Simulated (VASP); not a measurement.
# V (Im-3m) in VASP: further runs

Aim: see how the results for V move with the level of theory and the settings. Levels: LDA, PBE. Tasks: single point.

All numbers are computed with VASP 6.6.1; they aren't measurements. Logs are shortened: lines on timing, memory, paths and dates and some standing lists are left out, and cuts for length are marked.

## Step 1: The cell of the first run

Symmetry: Im-3m, No. 229, cubic system. Conventional cell: a = 2.813 Å, b = 2.813 Å, c = 2.813 Å, α = 90.00°, β = 90.00°, γ = 90.00°. Within 3.2 Å of V (site symmetry m-3m) lie 14 V at 2.44 to 2.81 Å.

## Step 2: Single point, LDA, collinear spin, ferromagnetic start

INCAR reads:

```
  PREC = Accurate
  ENCUT = 500
  EDIFF = 1E-6
  ISMEAR = 0
  SIGMA = 0.1
  LREAL = False
  LASPH = True
  NELM = 200
  ALGO = Normal
  ISIF = 2
  LWAVE = False
  LCHARG = True
  ISPIN = 2
  MAGMOM = 0.51
  LORBIT = 11
  LMAXMIX = 4
  LELF = True
  LVHAR = True
  NBANDS = 16
  GGA_COMPAT = False
```

KPOINTS reads:

```
regular mesh
0
Gamma
  6 6 6
```

POSCAR reads:

```
V
1.0
   -1.4062982720      1.4062982720      1.4062982720
    1.4062982720     -1.4062982720      1.4062982720
    1.4062982720      1.4062982720     -1.4062982720
V
1
Direct
    0.0000000000      0.0000000000      0.0000000000
```

Potentials or basis: VASP PAW LDA potentials, release 64 (V_sv).

Run with:

```bash
> cat potpaw_LDA.64/V_sv/POTCAR > POTCAR
> mpirun -np 1 vasp_std > vasp.out
```

OUTCAR:

```text
PREC = Accurate
   ENCUT = 500
   EDIFF = 1E-6
   ISMEAR = 0
   LREAL = False
   LASPH = True
   NELM = 200
   ISIF = 2
   ISPIN = 2
   LORBIT = 11

 ion  position               nearest neighbor table
   1  0.000  0.000  0.000-

  LATTYP: Found a body centered cubic cell.
 ALAT       =     2.8125965440

  Lattice vectors:

 A1 = (  -1.4062982720,   1.4062982720,   1.4062982720)
 A2 = (   1.4062982720,  -1.4062982720,   1.4062982720)
 A3 = (   1.4062982720,   1.4062982720,  -1.4062982720)

Analysis of symmetry for initial positions (statically):
=====================================================================
 Subroutine PRICEL returns:
 Original cell was already a primitive cell.

 Routine SETGRP: Setting up the symmetry group for a
 body centered cubic supercell.

 Subroutine GETGRP returns: Found 48 space group operations
 (whereof 48 operations were pure point group operations)
 out of a pool of 48 trial point group operations.

The static configuration has the point symmetry O_h .

Analysis of symmetry for dynamics (positions and initial velocities):
=====================================================================
 Subroutine PRICEL returns:
 Original cell was already a primitive cell.

 Routine SETGRP: Setting up the symmetry group for a
 body centered cubic supercell.

 Subroutine GETGRP returns: Found 48 space group operations
 (whereof 48 operations were pure point group operations)
 out of a pool of 48 trial point group operations.

The dynamic configuration has the point symmetry O_h .

Analysis of structural, dynamic, and magnetic symmetry:
=====================================================================
 Subroutine PRICEL returns:
 Original cell was already a primitive cell.

 Routine SETGRP: Setting up the symmetry group for a
 body centered cubic supercell.

 Subroutine GETGRP returns: Found 48 space group operations
 (whereof 48 operations were pure point group operations)
 out of a pool of 48 trial point group operations.

The overall configuration has the point symmetry O_h .

 Subroutine INISYM returns: Found 48 space group operations
 (whereof 48 operations are pure point group operations),
 and found     1 'primitive' translations

----------------------------------------------------------------------------------------

                                     Primitive cell

  volume of cell :      11.1248

  direct lattice vectors                    reciprocal lattice vectors
    -1.406298272  1.406298272  1.406298272     0.000000000  0.355543351  0.355543351
     1.406298272 -1.406298272  1.406298272     0.355543351  0.000000000  0.355543351
     1.406298272  1.406298272 -1.406298272     0.355543351  0.355543351  0.000000000

  length of vectors
     2.435780058  2.435780058  2.435780058     0.502814229  0.502814229  0.502814229

  position of ions in fractional coordinates (direct lattice)
     0.000000000  0.000000000  0.000000000

  ion indices of the primitive-cell ions
   primitive index   ion index
                 1           1

----------------------------------------------------------------------------------------

 KPOINTS: regular mesh

Automatic generation of k-mesh.
 Grid dimensions read from file:
 generate k-points for:    6    6    6

 Generating k-lattice:

  Cartesian coordinates                     Fractional coordinates (reciprocal lattice)
     0.000000000  0.059257225  0.059257225     0.166666667  0.000000000  0.000000000
     0.059257225  0.000000000  0.059257225     0.000000000  0.166666667  0.000000000
     0.059257225  0.059257225  0.000000000     0.000000000  0.000000000  0.166666667

  Length of vectors
     0.083802371  0.083802371  0.083802371

  Shift w.r.t. Gamma in fractional coordinates (k-lattice)
     0.000000000  0.000000000  0.000000000

 Subroutine IBZKPT returns following result:
 ===========================================

 Found     16 irreducible k-points:

 Following reciprocal coordinates:
            Coordinates               Weight
  0.000000  0.000000  0.000000      1.000000
  0.166667  0.000000  0.000000     12.000000
  0.333333  0.000000  0.000000     12.000000
  0.500000  0.000000  0.000000      6.000000
  0.166667  0.166667  0.000000     24.000000
  0.333333  0.166667  0.000000     48.000000
[... 8 lines left out ...]
  0.500000  0.500000  0.333333     12.000000
  0.500000  0.500000  0.500000      1.000000
   k-points           NKPTS =     16   k-points in BZ     NKDIM =     16   number of bands    NBANDS=     16
   number of dos      NEDOS =    301   number of ions     NIONS =      1
   total plane-waves  NPLWV =   5832
   dimension x,y,z NGX =    18 NGY =   18 NGZ =   18
   dimension x,y,z NGXF=    36 NGYF=   36 NGZF=   36
   ions per type =               1
   NGX,Y,Z   is equivalent  to a cutoff of  12.29, 12.29, 12.29 a.u.
   NGXF,Y,Z  is equivalent  to a cutoff of  24.57, 24.57, 24.57 a.u.
 SYSTEM =  unknown system
   PREC   = accura    normal or accurate (medium, high low for compatibility)
   ISTART =      0    job   : 0-new  1-cont  2-samecut
   ICHARG =      2    charge: 1-file 2-atom 10-const
   ISPIN  =      2    spin polarized calculation?
   LNONCOLLINEAR =      F non collinear calculations
   LSORBIT =      F    spin-orbit coupling
   LASPH  =      T    aspherical Exc in radial PAW
   ENCUT  =  500.0 eV  36.75 Ry    6.06 a.u.   4.44  4.44  4.44*2*pi/ulx,y,z
   NELM   =    200;   NELMIN=  2; NELMDL= -5     # of ELM steps
   EDIFF  = 0.1E-05   stopping-criterion for ELM
   LREAL  =      F    real-space projection
   EDIFFG = 0.1E-04   stopping-criterion for IOM
   NSW    =      0    number of steps for IOM
   IBRION =     -1    ionic relax: 0-MD 1-quasi-New 2-CG
   NFREE  =      0    steps in history (QN), initial steepest desc. (CG)
   ISIF   =      2    stress and relaxation
   ISYM   =      2    0-nonsym 1-usesym 2-fastsym
   POTIM  = 0.5000    time-step for ionic-motion
   TEBEG  =    0.0;   TEEND  =   0.0 temperature during run
   PSTRESS=    0.0 pullay stress
   NELECT =      13.0000    total number of electrons
   NUPDOWN=      -1.0000    fix difference up-down
   EMIN   =  10.00;   EMAX   =-10.00  energy-range for DOS
   EFERMI =   0.00;   METHOD = LEGACY
   ISMEAR =     0;   SIGMA  =   0.10  broadening in eV -4-tet -1-fermi 0-gaus
   EFERMI_NEDOS =   21; number of points for ismear=-14 and -15
   IALGO  =     38    algorithm
   IMIX   =      4    mixing-type and parameters
     AMIX     =   0.40;   BMIX     =  1.00
     AMIX_MAG =   1.60;   BMIX_MAG =  1.00
  volume/ion in A,a.u.               =      11.12        75.07
  Fermi-wavevector in a.u.,A,eV,Ry     =   1.724349  3.258547 40.455285  2.973380
  Thomas-Fermi vector in A             =   2.800054
   LORBIT       =     11    0 simple, 1 ext, 2 COOP (PROOUT), +10 PAW based schemes
   GGA     = CA    functional components
   LHFCALC =     F    Hartree Fock is set to
   AEXX    =    0.0000 exact exchange contribution
   IVDW    =     0    specifies the selected vdW correction
   LEPSILON=     F    determine dielectric tensor
   LRPA    =     F    only Hartree local field effects (RPA)
 spin polarized calculation
 Gauss-broadening in eV      SIGMA  =   0.10
  energy-cutoff  :      500.00
  volume of cell :       11.12
 maximum number of plane-waves:       321
 NGX is ok and might be reduce to    18
   NGX =  9   NGY =  9   NGZ =  9

 number of electron      13.0000004 magnetization       0.0092603

 number of electron      13.0000004 magnetization      -0.0009203

 Free energy of the ion-electron system (eV)
  ---------------------------------------------------
  ext. energy  EPLUGINS =         0.00000000
  ---------------------------------------------------
  free energy    TOTEN  =        -9.78119490 eV

  energy without entropy =       -9.77626956  energy(sigma->0) =       -9.77873223

 E-fermi :  12.2462     XC(G=0): -14.2943

 val. band max:       12.0868790825   @ k =  -0.3333   0.3333   0.1667
 cond. band min:      12.3428856149   @ k =   0.1667   0.0000   0.0000
 fundamental gap:      0.2560065323
 Fermi energy:        12.2462162733

 spin component 1

 k-point     1 :       0.0000    0.0000    0.0000
  band No.  band energies     occupation
      1     -50.5958      1.00000
      2     -23.8593      1.00000
      3     -23.8593      1.00000
      4     -23.8593      1.00000
      5       5.2813      1.00000
      6      12.5825      0.00000
[... 8 lines left out ...]
     15      43.1122      0.00000
     16      49.0709      0.00000
[... 267 lines left out ...]
 k-point    16 :       0.5000    0.5000    0.5000
  band No.  band energies     occupation
      1     -49.8723      1.00000
      2     -24.9650      1.00000
      3     -24.9650      1.00000
      4     -24.9650      1.00000
      5       8.1000      1.00000
      6       8.1000      1.00000
[... 8 lines left out ...]
     15      38.6307      0.00000
     16      47.2102      0.00000
 Fermi energy:        12.2462162733

 spin component 2

 k-point     1 :       0.0000    0.0000    0.0000
  band No.  band energies     occupation
      1     -50.5964      1.00000
      2     -23.8600      1.00000
      3     -23.8600      1.00000
      4     -23.8599      1.00000
      5       5.2807      1.00000
      6      12.5819      0.00000
[... 8 lines left out ...]
     15      43.1116      0.00000
     16      49.0702      0.00000
[... 267 lines left out ...]
 k-point    16 :       0.5000    0.5000    0.5000
  band No.  band energies     occupation
      1     -49.8729      1.00000
      2     -24.9657      1.00000
      3     -24.9657      1.00000
      4     -24.9657      1.00000
      5       8.0994      1.00000
      6       8.0994      1.00000
[... 8 lines left out ...]
     15      38.6302      0.00000
     16      47.2095      0.00000

------------------------ aborting loop because EDIFF is reached ----------------------------------------

  FORCE on cell =-STRESS in cart. coord.  units (eV):
  Direction    XX          YY          ZZ          XY          YZ          ZX
  --------------------------------------------------------------------------------------
  -------------------------------------------------------------------------------------
  Total        1.8360629      1.8360629      1.8360629     -0.0000000     -0.0000000     -0.0000000
  in kB      264.4270096    264.4270096    264.4270096     -0.0000000     -0.0000000     -0.0000000
  external PRESSURE =     264.4270096 kB  Pullay stress =       0.0000000 kB

 VOLUME and BASIS-vectors are now :
 -----------------------------------------------------------------------------
  energy-cutoff  :      500.00
  volume of cell :       11.12
      direct lattice vectors                 reciprocal lattice vectors
    -1.406298272  1.406298272  1.406298272     0.000000000  0.355543351  0.355543351
     1.406298272 -1.406298272  1.406298272     0.355543351  0.000000000  0.355543351
     1.406298272  1.406298272 -1.406298272     0.355543351  0.355543351  0.000000000

 POSITION                                       TOTAL-FORCE (eV/Angst)
 -----------------------------------------------------------------------------------
      0.00000      0.00000      0.00000        -0.000000      0.000000     -0.000000
 -----------------------------------------------------------------------------------
    total drift:                                0.000000      0.000000      0.000000

  FREE ENERGIE OF THE ION-ELECTRON SYSTEM (eV)
  ---------------------------------------------------
  free  energy   TOTEN  =        -9.7811948974 eV

  energy  without entropy=       -9.7762695650  energy(sigma->0) =       -9.77873223

 total charge

# of ion       s       p       d       tot
------------------------------------------
    1        2.399   6.249   3.445  12.093

 magnetization (x)

# of ion       s       p       d       tot
------------------------------------------
    1       -0.000  -0.000  -0.000  -0.000
```

Run time: 5.4 s. Hardware: 1 thread of AMD EPYC 7R13, shared host; peak memory 0.12 GiB.

Results:

| Property | Result |
| --- | --- |
| Free energy | -9.7812 eV |
| Pressure | 26.4 GPa |
| Net moment | 0.00 μB per cell |
| Valence electrons inside the program's atomic spheres | V 12.09 |

Levels at points of the mesh, in eV from the Fermi level:
Spin up:
```
           k point  band 3  band 4  band 5  band 6  band 7  band 8  band 9  band 10
(0.00, 0.00, 0.00)  -36.11  -36.11   -6.96    0.34    0.34    0.34    2.87     2.87
(0.50, 0.00, 0.00)  -36.61  -36.13   -4.01   -1.68    2.47    2.95    3.39     5.24
(0.50, 0.50, 0.50)  -37.21  -37.21   -4.15   -4.15    4.70    4.70    4.70    12.08
```
Spin down:
```tsv
k point	band 2	band 3	band 4	band 5	band 6	band 7	band 8	band 9	band 10	band 11
(0.00, 0.00, 0.00)	-36.11	-36.11	-36.11	-6.97	0.34	0.34	0.34	2.87	2.87	21.85
(0.50, 0.00, 0.00)	-37.78	-36.61	-36.13	-4.01	-1.68	2.47	2.95	3.39	5.24	12.77
(0.50, 0.50, 0.50)	-37.21	-37.21	-37.21	-4.15	-4.15	4.70	4.70	4.70	12.08	12.08
```

Caveat: the k points lie up to 0.53 Å⁻¹ apart.

## Step 3: Single point, PBE, collinear spin, ferromagnetic start

This run uses another cell than the first one, of 12.98 Å³/atom, 1.167 times its volume.

INCAR reads:

```
ALGO     = Normal         # electronic algorithm
EDIFF    = 1E-6           # SCF threshold, eV
ENCUT    = 500            # plane-wave cutoff, eV
GGA      = PE             # functional
GGA_COMPAT= False        
ISIF     = 2              # what is computed and relaxed
ISMEAR   = 0              # smearing method
ISPIN    = 2              # spin polarisation
LASPH    = True           # aspherical terms in the spheres
LCHARG   = True           # write CHGCAR
LELF     = True           # ELF
LMAXMIX  = 4              # l up to which the mixer works
LORBIT   = 11             # projections on sites
LREAL    = False          # projectors in reciprocal space
LVHAR    = True         
LWAVE    = False          # write WAVECAR
MAGMOM   = 0.51           # initial moments
NBANDS   = 16             # bands
NELM     = 200            # most SCF steps
PREC     = Accurate       # precision mode
SIGMA    = 0.1            # smearing width, eV
```

KPOINTS reads:

```
k-points
0
Gamma
  6 6 6
```

POSCAR reads:

```
V
1.0
   -1.4805353854      1.4805353854      1.4805353854
    1.4805353854     -1.4805353854      1.4805353854
    1.4805353854      1.4805353854     -1.4805353854
V
1
Direct
    0.0000000000      0.0000000000      0.0000000000
```

Potentials or basis: VASP PAW PBE potentials, release 64 (V_sv).

Run with:

```bash
> cat potpaw_PBE.64/V_sv/POTCAR > POTCAR
> mpirun -np 1 vasp_std > vasp.out
```

It took 8.3 s on 1 thread of AMD EPYC 7R13, shared host; peak memory 0.13 GiB.

The run converged. Its results:

```
Free energy                                           : -8.9401 eV
Pressure                                              : 8.7 GPa
Net moment                                            : 0.60 μB per cell
Site moments                                          : V +0.48 μB
Valence electrons inside the program's atomic spheres : V 11.72
```

Levels at points of the mesh, in eV from the Fermi level:
Spin up:
```
           k point  band 3  band 4  band 5  band 6  band 7  band 8  band 9  band 10  band 11  band 12
(0.00, 0.00, 0.00)  -37.14  -37.14   -6.93    0.13    0.13    0.13    2.36     2.36    20.51    20.51
(0.50, 0.00, 0.00)  -37.46  -37.15   -3.56   -1.49    1.51    2.33    2.75     4.04    10.38    15.93
(0.50, 0.50, 0.50)  -37.83  -37.83   -3.36   -3.36    3.62    3.62    3.62    10.26    10.26    10.26
```
Spin down:
```csv
k point,band 2,band 3,band 4,band 5,band 6,band 7,band 8,band 9,band 10,band 11
"(0.00, 0.00, 0.00)",-36.74,-36.74,-36.74,-6.47,0.65,0.65,0.65,2.62,2.62,20.97
"(0.50, 0.00, 0.00)",-37.75,-37.05,-36.75,-3.11,-0.97,1.97,2.68,3.01,4.54,10.83
"(0.50, 0.50, 0.50)",-37.43,-37.43,-37.43,-3.05,-3.05,4.12,4.12,4.12,10.79,10.79
```

Caveat: the k points lie up to 0.50 Å⁻¹ apart.

## Step 4: Single point, PBE, collinear spin, ferromagnetic start

This run uses another cell than the first one, of 13.26 Å³/atom, 1.192 times its volume.

INCAR reads:

```
PREC = Accurate
ENCUT = 500
EDIFF = 1E-6
ISMEAR = 0
SIGMA = 0.1
LREAL = False
LASPH = True
NELM = 200
ALGO = Normal
ISIF = 2
LWAVE = False
LCHARG = False
ISPIN = 2
MAGMOM = 0.51
LORBIT = 11
LMAXMIX = 4
GGA = PE
NBANDS = 16
GGA_COMPAT = False
```

KPOINTS reads:

```
regular mesh
0
Gamma
  6 6 6
```

POSCAR reads:

```
V
1.0
   -1.4909951838      1.4909951838      1.4909951838
    1.4909951838     -1.4909951838      1.4909951838
    1.4909951838      1.4909951838     -1.4909951838
V
1
Direct
    0.0000000000      0.0000000000      0.0000000000
```

Run with:

```bash
> cat potpaw_PBE.64/V_sv/POTCAR > POTCAR
> mpirun -np 1 vasp_std > vasp.out
```

It took 5.6 s on 1 thread of Intel Xeon Platinum 8375C at 2.90GHz (Ice Lake), shared host; peak memory 0.13 GiB.

It converged, with:

* Free energy: -8.9517 eV
* Pressure: 4.4 GPa
* Net moment: 0.61 μB per cell
* Site moments: V +0.48 μB
* Valence electrons inside the program's atomic spheres: V 11.68

Levels at points of the mesh, in eV from the Fermi level:
Spin up:
```
           k point  band 3  band 4  band 5  band 6  band 7  band 8  band 9  band 10  band 11  band 12
(0.00, 0.00, 0.00)  -37.21  -37.21   -6.88    0.12    0.12    0.12    2.31     2.31    20.35    20.35
(0.50, 0.00, 0.00)  -37.50  -37.21   -3.48   -1.45    1.44    2.27    2.67     3.92    10.11    15.78
(0.50, 0.50, 0.50)  -37.85  -37.85   -3.26   -3.26    3.52    3.52    3.52    10.06    10.06    10.06
```
Spin down:
| k point | band 3 | band 4 | band 5 | band 6 | band 7 | band 8 | band 9 | band 10 |
| --- | --- | --- | --- | --- | --- | --- | --- | --- |
| (0.00, 0.00, 0.00) | -36.80 | -36.80 | -6.43 | 0.65 | 0.65 | 0.65 | 2.56 | 2.56 |
| (0.50, 0.00, 0.00) | -37.09 | -36.81 | -3.04 | -0.93 | 1.88 | 2.61 | 2.94 | 4.42 |
| (0.50, 0.50, 0.50) | -37.44 | -37.44 | -2.95 | -2.95 | 4.02 | 4.02 | 4.02 | 10.59 |

Caveat: the k points lie up to 0.50 Å⁻¹ apart.

## Step 5: Overview

| level | potentials or basis | cell | gap on the mesh (eV) | pressure (GPa) | moment (μB) |
| --- | --- | --- | --- | --- | --- |
| LDA | VASP PAW LDA potentials, release 64 (V_sv) | a = 2.436 Å, angles 109.5°, 1 atom | none | 26.4 | 0.00 |
| PBE | VASP PAW PBE potentials, release 64 (V_sv) | a = 2.564 Å, angles 109.5°, 1 atom | none | 8.7 | 0.60 |
| PBE | VASP PAW PBE potentials, release 64 (V_sv) | a = 2.582 Å, angles 109.5°, 1 atom | none | 4.4 | 0.61 |

Alike in all rows: task single point; spin collinear, ferromagnetic start; k mesh 6 × 6 × 6; cutoff (eV) 500; smearing gaussian 0.1 eV.

Caveats: all runs use coarse meshes.

Absolute energies hang on the potentials; compare differences alone.
